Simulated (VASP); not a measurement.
# Al3Cu2 (P-3m1) in VASP: a series of runs, part 2 of 3

VASP 6.6.1. Earlier steps stand in the parts before.

### 3 Single point, r2SCAN (strain +0.000 along x and y, -0.080 along z)

File POSCAR:

```
Al3Cu2
1.0
    4.1018117833      0.0000000000      0.0000000000
   -2.0509058917      3.5522732059      0.0000000000
    0.0000000000      0.0000000000      4.5906724810
Al Cu
3 2
Direct
    0.0000000000      0.0000000000      0.0000000000
    0.3333333333      0.6666666667      0.3501725384
    0.6666666667      0.3333333333      0.6498274616
    0.3333333333      0.6666666667      0.8401683181
    0.6666666667      0.3333333333      0.1598316819
```

File INCAR.step1:

```
ALGO = Normal
EDIFF = 1E-4
ENCUT = 520
GGA = PE
ISMEAR = 0
LASPH = T
LCHARG = F
LREAL = F
LWAVE = T
NBANDS = 24
NELM = 60
PREC = Accurate
SIGMA = 0.15
```

File INCAR.step2:

```
ALGO = Normal
EDIFF = 1E-6
ENCUT = 520
ISIF = 2
ISMEAR = 0
ISTART = 1
LASPH = T
LCHARG = F
LMIXTAU = T
LREAL = F
LWAVE = F
METAGGA = R2SCAN
NBANDS = 24
NELM = 60
PREC = Accurate
SIGMA = 0.15
```

File KPOINTS:

```
k-points
0
Gamma
  12 12 10
```

Potentials or basis: VASP PAW PBE potentials, release 64 (Al, Cu).

The run is started by

```sh
$ cat potpaw_PBE.64/Al/POTCAR potpaw_PBE.64/Cu/POTCAR > POTCAR
$ cp INCAR.step1 INCAR
$ mpirun -np 1 vasp_std > vasp.out
$ cp INCAR.step2 INCAR
$ mpirun -np 1 vasp_std > vasp.out
```

OUTCAR:

```text
EDIFF = 1E-6
   ENCUT = 520
   ISIF = 2
   ISMEAR = 0
   ISTART = 1
   LASPH = T
   LREAL = F
   METAGGA = R2SCAN
   NELM = 60
   PREC = Accurate

 ion  position               nearest neighbor table
   1  0.000  0.000  0.000-   4 2.48   5 2.48   5 2.48   4 2.48   5 2.48   4 2.48   2 2.86   3 2.86
                             2 2.86   3 2.86   3 2.86   2 2.86
   2  0.333  0.667  0.350-   4 2.25   4 2.34   5 2.52   5 2.52   5 2.52   3 2.74   3 2.74   3 2.74
                             1 2.86   1 2.86   1 2.86
   3  0.667  0.333  0.650-   5 2.25   5 2.34   4 2.52   4 2.52   4 2.52   2 2.74   2 2.74   2 2.74
                             1 2.86   1 2.86   1 2.86
   4  0.333  0.667  0.840-   2 2.25   2 2.34   1 2.48   1 2.48   1 2.48   3 2.52   3 2.52   3 2.52
                             5 2.79   5 2.79   5 2.79
   5  0.667  0.333  0.160-   3 2.25   3 2.34   1 2.48   1 2.48   1 2.48   2 2.52   2 2.52   2 2.52
                             4 2.79   4 2.79   4 2.79

  LATTYP: Found a hexagonal cell.
 ALAT       =     4.1018117833
 C/A-ratio  =     1.1191816503

  Lattice vectors:

 A1 = (   4.1018117833,   0.0000000000,   0.0000000000)
 A2 = (  -2.0509058917,   3.5522732059,   0.0000000000)
 A3 = (   0.0000000000,   0.0000000000,   4.5906724810)

Analysis of symmetry for initial positions (statically):
=====================================================================
 Subroutine PRICEL returns:
 Original cell was already a primitive cell.

 Routine SETGRP: Setting up the symmetry group for a
 hexagonal supercell.

 Subroutine GETGRP returns: Found 12 space group operations
 (whereof 12 operations were pure point group operations)
 out of a pool of 24 trial point group operations.

The static configuration has the point symmetry D_3d.

Analysis of symmetry for dynamics (positions and initial velocities):
=====================================================================
 Subroutine PRICEL returns:
 Original cell was already a primitive cell.

 Routine SETGRP: Setting up the symmetry group for a
 hexagonal supercell.

 Subroutine GETGRP returns: Found 12 space group operations
 (whereof 12 operations were pure point group operations)
 out of a pool of 24 trial point group operations.

The dynamic configuration has the point symmetry D_3d.

 Subroutine INISYM returns: Found 12 space group operations
 (whereof 12 operations are pure point group operations),
 and found     1 'primitive' translations

----------------------------------------------------------------------------------------

                                     Primitive cell

  volume of cell :      66.8896

  direct lattice vectors                    reciprocal lattice vectors
     4.101811783  0.000000000  0.000000000     0.243794707  0.140754939  0.000000000
    -2.050905892  3.552273206  0.000000000     0.000000000  0.281509879  0.000000000
     0.000000000  0.000000000  4.590672481     0.000000000  0.000000000  0.217833009

  length of vectors
     4.101811783  4.101811783  4.590672481     0.281509879  0.281509879  0.217833009

  position of ions in fractional coordinates (direct lattice)
     0.000000000  0.000000000  0.000000000
     0.333333333  0.666666667  0.350172538
     0.666666667  0.333333333  0.649827462
     0.333333333  0.666666667  0.840168318
     0.666666667  0.333333333  0.159831682
[... 38 lines left out ...]
  0.083333  0.000000  0.000000      6.000000
  0.166667  0.000000  0.000000      6.000000
  0.250000  0.000000  0.000000      6.000000
  0.333333  0.000000  0.000000      6.000000
  0.416667 -0.000000  0.000000      6.000000
[... 16 lines left out ...]
  0.166667  0.000000  0.100000      6.000000
  0.000000  0.166667  0.100000      6.000000
 [... further k-points ...]
   k-points           NKPTS =    162   k-points in BZ     NKDIM =    162   number of bands    NBANDS=     24
   number of dos      NEDOS =    301   number of ions     NIONS =      5
   total plane-waves  NPLWV =  36864
   dimension x,y,z NGX =    32 NGY =   32 NGZ =   36
   dimension x,y,z NGXF=    64 NGYF=   64 NGZF=   72
   ions per type =               3   2
   NGX,Y,Z   is equivalent  to a cutoff of  12.97, 12.97, 13.04 a.u.
   NGXF,Y,Z  is equivalent  to a cutoff of  25.94, 25.94, 26.07 a.u.
 SYSTEM =  unknown system
   PREC   = accura    normal or accurate (medium, high low for compatibility)
   ISTART =      1    job   : 0-new  1-cont  2-samecut
   ICHARG =      0    charge: 1-file 2-atom 10-const
   ISPIN  =      1    spin polarized calculation?
   LNONCOLLINEAR =      F non collinear calculations
   LSORBIT =      F    spin-orbit coupling
   LASPH  =      T    aspherical Exc in radial PAW
   ENCUT  =  520.0 eV  38.22 Ry    6.18 a.u.   7.63  7.63  8.54*2*pi/ulx,y,z
   NELM   =     60;   NELMIN=  2; NELMDL=  0     # of ELM steps
   EDIFF  = 0.1E-05   stopping-criterion for ELM
   LREAL  =      F    real-space projection
   EDIFFG = 0.1E-04   stopping-criterion for IOM
   NSW    =      0    number of steps for IOM
   IBRION =     -1    ionic relax: 0-MD 1-quasi-New 2-CG
   NFREE  =      0    steps in history (QN), initial steepest desc. (CG)
   ISIF   =      2    stress and relaxation
   ISYM   =      2    0-nonsym 1-usesym 2-fastsym
   POTIM  = 0.5000    time-step for ionic-motion
   TEBEG  =    0.0;   TEEND  =   0.0 temperature during run
   PSTRESS=    0.0 pullay stress
   NELECT =      31.0000    total number of electrons
   NUPDOWN=      -1.0000    fix difference up-down
   EMIN   =  10.00;   EMAX   =-10.00  energy-range for DOS
   EFERMI =   0.00;   METHOD = LEGACY
   ISMEAR =     0;   SIGMA  =   0.15  broadening in eV -4-tet -1-fermi 0-gaus
   EFERMI_NEDOS =   21; number of points for ismear=-14 and -15
   IALGO  =     38    algorithm
   IMIX   =      4    mixing-type and parameters
     AMIX     =   0.40;   BMIX     =  1.00
     AMIX_MAG =   1.60;   BMIX_MAG =  1.00
  volume/ion in A,a.u.               =      13.38        90.28
  Fermi-wavevector in a.u.,A,eV,Ry     =   1.266901  2.394095 21.837861  1.605038
  Thomas-Fermi vector in A             =   2.400077
   LORBIT       =      0    0 simple, 1 ext, 2 COOP (PROOUT), +10 PAW based schemes
   METAGGA = R2SCAN    functional components
   LHFCALC =     F    Hartree Fock is set to
   AEXX    =    0.0000 exact exchange contribution
   IVDW    =     0    specifies the selected vdW correction
   LEPSILON=     F    determine dielectric tensor
   LRPA    =     F    only Hartree local field effects (RPA)
 non-spin polarized calculation
 Gauss-broadening in eV      SIGMA  =   0.15
  energy-cutoff  :      520.00
  volume of cell :       66.89
 maximum number of plane-waves:      1847
 NGX is ok and might be reduce to    32
   NGX = 15   NGY = 15   NGZ = 17

 number of electron      31.0000016 magnetization

 Free energy of the ion-electron system (eV)
  ---------------------------------------------------
  ext. energy  EPLUGINS =         0.00000000
  ---------------------------------------------------
  free energy    TOTEN  =       -42.31352069 eV

  energy without entropy =      -42.29895489  energy(sigma->0) =      -42.30623779

 E-fermi :   9.3397     XC(G=0): -12.1424

 val. band max:        9.3323252295   @ k =   0.2500   0.1667   0.2000
 cond. band min:       9.3492737663   @ k =   0.4167  -0.0000   0.4000
 fundamental gap:      0.0169485368
 Fermi energy:         9.3396617434

 k-point     1 :       0.0000    0.0000    0.0000
  band No.  band energies     occupation
      1      -3.1889      2.00000
      2       2.3399      2.00000
      3       3.0689      2.00000
      4       3.2944      2.00000
      5       3.2945      2.00000
      6       3.6367      2.00000
[... 637 lines left out ...]
     23      15.2545      0.00000
     24      16.0601      0.00000

 [... further k-points ...]

------------------------ aborting loop because EDIFF is reached ----------------------------------------

  FORCE on cell =-STRESS in cart. coord.  units (eV):
  Direction    XX          YY          ZZ          XY          YZ          ZX
  --------------------------------------------------------------------------------------
  -------------------------------------------------------------------------------------
  Total        1.9438658      1.9438658     12.9474873     -0.0000000     -0.0000000      0.0000000
  in kB       46.5605899     46.5605899    310.1256428     -0.0000000     -0.0000000      0.0000000
  external PRESSURE =     134.4156075 kB  Pullay stress =       0.0000000 kB

 VOLUME and BASIS-vectors are now :
 -----------------------------------------------------------------------------
  energy-cutoff  :      520.00
  volume of cell :       66.89
      direct lattice vectors                 reciprocal lattice vectors
     4.101811783  0.000000000  0.000000000     0.243794707  0.140754939  0.000000000
    -2.050905892  3.552273206  0.000000000     0.000000000  0.281509879  0.000000000
     0.000000000  0.000000000  4.590672481     0.000000000  0.000000000  0.217833009

 POSITION                                       TOTAL-FORCE (eV/Angst)
 -----------------------------------------------------------------------------------
      0.00000      0.00000      0.00000         0.000000      0.000000      0.000000
     -0.00000      2.36818      1.60753        -0.000000     -0.000000     -0.046762
      2.05091      1.18409      2.98315        -0.000000      0.000000      0.046762
     -0.00000      2.36818      3.85694         0.000000      0.000000      0.458354
      2.05091      1.18409      0.73373         0.000000      0.000000     -0.458354
 -----------------------------------------------------------------------------------
    total drift:                                0.000000     -0.000000      0.000000

  FREE ENERGIE OF THE ION-ELECTRON SYSTEM (eV)
  ---------------------------------------------------
  free  energy   TOTEN  =       -42.3135206925 eV

  energy  without entropy=      -42.2989548879  energy(sigma->0) =      -42.30623779
```

Run time: 6 min. Hardware: 1 thread of Intel Xeon 6975P-C (Granite Rapids), shared host; peak memory 0.35 GiB.

Results:

```
Free energy            : -42.3135 eV
Pressure               : 13.4 GPa
Largest force          : 0.458 eV/Å
Band gap on the k mesh : zero (an odd number of electrons rules out a gap without spin polarisation)
```

Forces in eV/Å, atoms in the order of the input:
```
Al   0.000  0.000  0.000
Al   0.000  0.000 -0.047
Al   0.000  0.000  0.047
Cu   0.000  0.000  0.458
Cu   0.000  0.000 -0.458
```

Levels at points of the mesh, in eV from the Fermi level:
| k point | band 12 | band 13 | band 14 | band 15 | band 16 | band 17 | band 18 | band 19 |
| --- | --- | --- | --- | --- | --- | --- | --- | --- |
| (0.00, 0.00, 0.00) | -3.90 | -3.76 | -0.90 | -0.90 | 0.85 | 0.85 | 2.52 | 2.91 |
| (0.50, 0.00, 0.00) | -4.63 | -3.98 | -3.01 | -2.55 | -0.34 | -0.07 | 0.90 | 3.55 |
| (0.00, 0.00, 0.50) | -4.79 | 0.86 | 0.86 | 0.90 | 0.90 | 2.06 | 2.32 | 2.32 |
| (0.50, 0.00, 0.50) | -4.74 | -4.57 | -3.91 | -2.28 | -0.36 | 0.57 | 0.80 | 6.84 |

Caveat: the cell differs from its parent crystal (strain +0.000 along x and y, -0.080 along z); the stress differs along the axes, from 5 to 31 GPa; the PAW data sets were made with another functional, which shifts forces and pressure a little.

[end of part 2 of 3]

The gap in the log of VASP goes by the Fermi energy; the results here count the filled bands.